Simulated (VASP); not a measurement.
# Ru (P6_3/mmc) in VASP: a series of runs

Runs on Ru. Level: PBEsol. Tasks: single point.

Program: VASP 6.6.1. These are calculated values, not measurements. Logs are shortened: lines on timing, memory, paths and dates and some standing lists are left out, and cuts for length are marked.

### 1 The cell of the first run

Symmetry: P6_3/mmc, No. 194, hexagonal system. Conventional cell: a = 2.622 Å, b = 2.622 Å, c = 4.146 Å, α = 90.00°, β = 90.00°, γ = 120.00°. Ru (site symmetry -6m2) has 12 Ru at 2.57 to 2.62 Å within 3.4 Å.

### 2 Single point, PBEsol (strain -0.025 along x and y, -0.025 along z)

INCAR reads:

```
SYSTEM = Ru
ALGO     = Fast           ! electronic algorithm
EDIFF    = 1E-6           ! SCF threshold, eV
ENCUT    = 520            ! plane-wave cutoff, eV
GGA      = PS             ! functional
ISIF     = 2              ! what is computed and relaxed
ISMEAR   = 0              ! smearing method
LASPH    = .TRUE.         ! aspherical terms in the spheres
LCHARG   = .TRUE.         ! write CHGCAR
LELF     = .TRUE.         ! ELF
LREAL    = .FALSE.        ! projectors in reciprocal space
LVHAR    = .TRUE.       
LWAVE    = .FALSE.        ! write WAVECAR
NBANDS   = 21             ! bands
NELM     = 60             ! most SCF steps
PREC     = Accurate       ! precision mode
SIGMA    = 0.15           ! smearing width, eV
```

KPOINTS reads:

```
k-points
0
G
  24 24 14
  0 0 0
```

POSCAR reads:

```
Ru
1.0
    2.6222858996      0.0000000000      0.0000000000
   -1.3111429498      2.2709662050      0.0000000000
    0.0000000000      0.0000000000      4.1456229270
Ru
2
Direct
    0.3333333333      0.6666666667      0.2500000000
    0.6666666667      0.3333333333      0.7500000000
```

Potentials or basis: VASP PAW PBE potentials, release 64 (Ru_pv).

The run is started by

```
$ cat potpaw_PBE.64/Ru_pv/POTCAR > POTCAR
$ mpirun -np 1 vasp_std > vasp.out
```

OUTCAR:

```text
SYSTEM = Ru
   EDIFF = 1E-6
   ENCUT = 520
   GGA = PS
   ISIF = 2
   ISMEAR = 0
   LASPH = .TRUE.
   LREAL = .FALSE.
   NELM = 60
   PREC = Accurate

 ion  position               nearest neighbor table
   1  0.333  0.667  0.250-   2 2.57   2 2.57   2 2.57   2 2.57   2 2.57   2 2.57
   2  0.667  0.333  0.750-   1 2.57   1 2.57   1 2.57   1 2.57   1 2.57   1 2.57

  LATTYP: Found a hexagonal cell.
 ALAT       =     2.6222858996
 C/A-ratio  =     1.5809195052

  Lattice vectors:

 A1 = (   2.6222858996,   0.0000000000,   0.0000000000)
 A2 = (  -1.3111429498,   2.2709662050,   0.0000000000)
 A3 = (   0.0000000000,   0.0000000000,   4.1456229270)

Analysis of symmetry for initial positions (statically):
=====================================================================
 Subroutine PRICEL returns:
 Original cell was already a primitive cell.

 Routine SETGRP: Setting up the symmetry group for a
 hexagonal supercell.

 Subroutine GETGRP returns: Found 24 space group operations
 (whereof 12 operations were pure point group operations)
 out of a pool of 24 trial point group operations.

The static configuration has the point symmetry D_3d.
 The point group associated with its full space group is D_6h.

Analysis of symmetry for dynamics (positions and initial velocities):
=====================================================================
 Subroutine PRICEL returns:
 Original cell was already a primitive cell.

 Routine SETGRP: Setting up the symmetry group for a
 hexagonal supercell.

 Subroutine GETGRP returns: Found 24 space group operations
 (whereof 12 operations were pure point group operations)
 out of a pool of 24 trial point group operations.

The dynamic configuration has the point symmetry D_3d.
 The point group associated with its full space group is D_6h.

 Subroutine INISYM returns: Found 24 space group operations
 (whereof 12 operations are pure point group operations),
 and found     1 'primitive' translations

----------------------------------------------------------------------------------------

                                     Primitive cell

  volume of cell :      24.6877

  direct lattice vectors                    reciprocal lattice vectors
     2.622285900  0.000000000  0.000000000     0.381346672  0.220170604  0.000000000
    -1.311142950  2.270966205  0.000000000     0.000000000  0.440341207  0.000000000
     0.000000000  0.000000000  4.145622927     0.000000000  0.000000000  0.241218272

  length of vectors
     2.622285900  2.622285900  4.145622927     0.440341207  0.440341207  0.241218272

  position of ions in fractional coordinates (direct lattice)
     0.333333333  0.666666667  0.250000000
     0.666666667  0.333333333  0.750000000
[... 79 lines left out ...]
   EDIFFG = 0.1E-04   stopping-criterion for IOM
   NSW    =      0    number of steps for IOM
   IBRION =     -1    ionic relax: 0-MD 1-quasi-New 2-CG
   NFREE  =      0    steps in history (QN), initial steepest desc. (CG)
   ISIF   =      2    stress and relaxation
   ISYM   =      2    0-nonsym 1-usesym 2-fastsym
   POTIM  = 0.5000    time-step for ionic-motion
   TEBEG  =    0.0;   TEEND  =   0.0 temperature during run
   PSTRESS=    0.0 pullay stress
   NELECT =      28.0000    total number of electrons
   NUPDOWN=      -1.0000    fix difference up-down
   EMIN   =  10.00;   EMAX   =-10.00  energy-range for DOS
   EFERMI =   0.00;   METHOD = LEGACY
   ISMEAR =     0;   SIGMA  =   0.15  broadening in eV -4-tet -1-fermi 0-gaus
   EFERMI_NEDOS =   21; number of points for ismear=-14 and -15
   IALGO  =     68    algorithm
   IMIX   =      4    mixing-type and parameters
     AMIX     =   0.40;   BMIX     =  1.00
     AMIX_MAG =   1.60;   BMIX_MAG =  1.00
  volume/ion in A,a.u.               =      12.34        83.30
  Fermi-wavevector in a.u.,A,eV,Ry     =   1.707264  3.226261 39.657584  2.914750
  Thomas-Fermi vector in A             =   2.786148
   LORBIT       =      0    0 simple, 1 ext, 2 COOP (PROOUT), +10 PAW based schemes
   GGA     = PS    functional components
   LHFCALC =     F    Hartree Fock is set to
   AEXX    =    0.0000 exact exchange contribution
   IVDW    =     0    specifies the selected vdW correction
   LEPSILON=     F    determine dielectric tensor
   LRPA    =     F    only Hartree local field effects (RPA)
 non-spin polarized calculation
 RMM-DIIS sequential band-by-band and
 Gauss-broadening in eV      SIGMA  =   0.15
  energy-cutoff  :      520.00
  volume of cell :       24.69
 maximum number of plane-waves:       693
 NGX is ok and might be reduce to    20
   NGX =  9   NGY =  9   NGZ = 15

 number of electron      27.9999998 magnetization

 Free energy of the ion-electron system (eV)
  ---------------------------------------------------
  ext. energy  EPLUGINS =         0.00000000
  ---------------------------------------------------
  free energy    TOTEN  =       -20.16753954 eV

  energy without entropy =      -20.14908478  energy(sigma->0) =      -20.15831216

 E-fermi :  14.5351     XC(G=0): -14.8780

 val. band max:       14.5335297350   @ k =   0.4167   0.0000   0.2143
 cond. band min:      14.5355499562   @ k =   0.1667   0.1250   0.1429
 fundamental gap:      0.0020202213
 Fermi energy:        14.5350661327

 k-point     1 :       0.0000    0.0000    0.0000
  band No.  band energies     occupation
      1     -29.4933      2.00000
      2     -28.2157      2.00000
      3     -28.2157      2.00000
      4     -27.9858      2.00000
      5     -27.9858      2.00000
      6     -27.9239      2.00000
[... 565 lines left out ...]
     20      27.5254      0.00000
     21      27.9429      0.00000

 [... further k-points ...]

------------------------ aborting loop because EDIFF is reached ----------------------------------------

  FORCE on cell =-STRESS in cart. coord.  units (eV):
  Direction    XX          YY          ZZ          XY          YZ          ZX
  --------------------------------------------------------------------------------------
  -------------------------------------------------------------------------------------
  Total        4.8585129      4.8585129      5.0150686      0.0000000     -0.0000000      0.0000000
  in kB      315.3068727    315.3068727    325.4669936      0.0000000     -0.0000000      0.0000000
  external PRESSURE =     318.6935797 kB  Pullay stress =       0.0000000 kB

 VOLUME and BASIS-vectors are now :
 -----------------------------------------------------------------------------
  energy-cutoff  :      520.00
  volume of cell :       24.69
      direct lattice vectors                 reciprocal lattice vectors
     2.622285900  0.000000000  0.000000000     0.381346672  0.220170604  0.000000000
    -1.311142950  2.270966205  0.000000000     0.000000000  0.440341207  0.000000000
     0.000000000  0.000000000  4.145622927     0.000000000  0.000000000  0.241218272

 POSITION                                       TOTAL-FORCE (eV/Angst)
 -----------------------------------------------------------------------------------
     -0.00000      1.51398      1.03641         0.000000      0.000000      0.000000
      1.31114      0.75699      3.10922        -0.000000     -0.000000      0.000000
 -----------------------------------------------------------------------------------
    total drift:                               -0.000000      0.000000     -0.000000

  FREE ENERGIE OF THE ION-ELECTRON SYSTEM (eV)
  ---------------------------------------------------
  free  energy   TOTEN  =       -20.1675395350 eV

  energy  without entropy=      -20.1490847750  energy(sigma->0) =      -20.15831216
```

stdout:

```text
POSCAR found type information on POSCAR Ru
 POSCAR found :  1 types and       2 ions
 scaLAPACK will be used
 -----------------------------------------------------------------------------
|                                                                             |
|                                                                             |
|     You enforced a specific xc type in the INCAR file but a different       |
|     I HOPE YOU KNOW WHAT YOU ARE DOING!                                     |
|                                                                             |
 -----------------------------------------------------------------------------

 LDA part: xc-table for (Slater+PW92), standard interpolation
 POSCAR, INCAR and KPOINTS ok, starting setup
 FFT: planning ... GRIDC
 FFT: planning ... GRID_SOFT
 FFT: planning ... GRID
 WAVECAR not read
 entering main loop
WARNING in EDDRMM: call to ZHEGV failed, returncode =   6  3     19
WARNING in EDDRMM: call to ZHEGV failed, returncode =   8  4     19
```

Run time: 93 s. Hardware: 1 thread of Intel Xeon 6975P-C (Granite Rapids), shared host; peak memory 0.3 GiB.

What came out:

```
Free energy            : -20.1675 eV
Pressure               : 31.9 GPa
Band gap on the k mesh : zero (band 14 reaches 16.42 eV, above the bottom of band 15 at 12.71 eV)
```

Stress tensor (GPa, compression positive):
```
31.53  0.00  0.00
 0.00 31.53  0.00
 0.00  0.00 32.55
```

Caveat: the cell differs from its parent crystal (strain -0.025 along x and y, -0.025 along z); the PAW data sets were made with another functional, which shifts forces and pressure a little.

### 3 Single point, PBEsol (strain -0.050 along x and y, +0.050 along z)

INCAR reads:

```
SYSTEM = Ru
PREC = Accurate
ENCUT = 520
EDIFF = 1E-6
ISMEAR = 0
SIGMA = 0.15
LREAL = .False.
LASPH = .True.
NELM = 100
ALGO = Fast
ISIF = 2
LWAVE = .False.
LCHARG = .False.
GGA = PS
NBANDS = 21
```

KPOINTS reads:

```
Automatic mesh
0
Gamma
  24 24 14
  0 0 0
```

POSCAR reads:

```
Ru
1.0
    2.5550477996      0.0000000000      0.0000000000
   -1.2775238998      2.2127363023      0.0000000000
    0.0000000000      0.0000000000      4.4645169983
Ru
2
Direct
    0.3333333333      0.6666666667      0.2500000000
    0.6666666667      0.3333333333      0.7500000000
```

Potentials or basis: VASP PAW PBE potentials, release 64 (Ru_pv).

The run is started by

```
$ cat potpaw_PBE.64/Ru_pv/POTCAR > POTCAR
$ mpirun -np 1 vasp_std > vasp.out
```

Wall time 1.8 min (1 thread of Intel Xeon 6975P-C (Granite Rapids), shared host); peak memory 0.3 GiB.

The run converged. Its results:

* Free energy: -19.9501 eV
* Pressure: 24.6 GPa
* Band gap on the k mesh: zero (band 14 reaches 15.98 eV, above the bottom of band 15 at 12.59 eV)

Stress tensor (GPa, compression positive):
```
 44.54   0.00   0.00
  0.00  44.54   0.00
  0.00   0.00 -15.28
```

Levels at points of the mesh, in eV from the Fermi level:
| k point | band 11 | band 12 | band 13 | band 14 | band 15 | band 16 | band 17 | band 18 |
| --- | --- | --- | --- | --- | --- | --- | --- | --- |
| (0.00, 0.00, 0.00) | -2.85 | -2.32 | -2.32 | -0.72 | -0.72 | 0.18 | 1.38 | 1.38 |
| (0.50, 0.00, 0.00) | -2.60 | -2.17 | -1.59 | 1.72 | 2.31 | 2.58 | 4.67 | 6.88 |
| (0.00, 0.00, 0.50) | -2.83 | -2.83 | -2.83 | -2.83 | 0.66 | 0.66 | 0.66 | 0.66 |
| (0.50, 0.00, 0.50) | -0.81 | -0.81 | 0.48 | 0.48 | 2.46 | 2.46 | 3.71 | 3.71 |

Caveat: the cell differs from its parent crystal (strain -0.050 along x and y, +0.050 along z); the PAW data sets were made with another functional, which shifts forces and pressure a little.

(Part 1 of 2 ends here.)
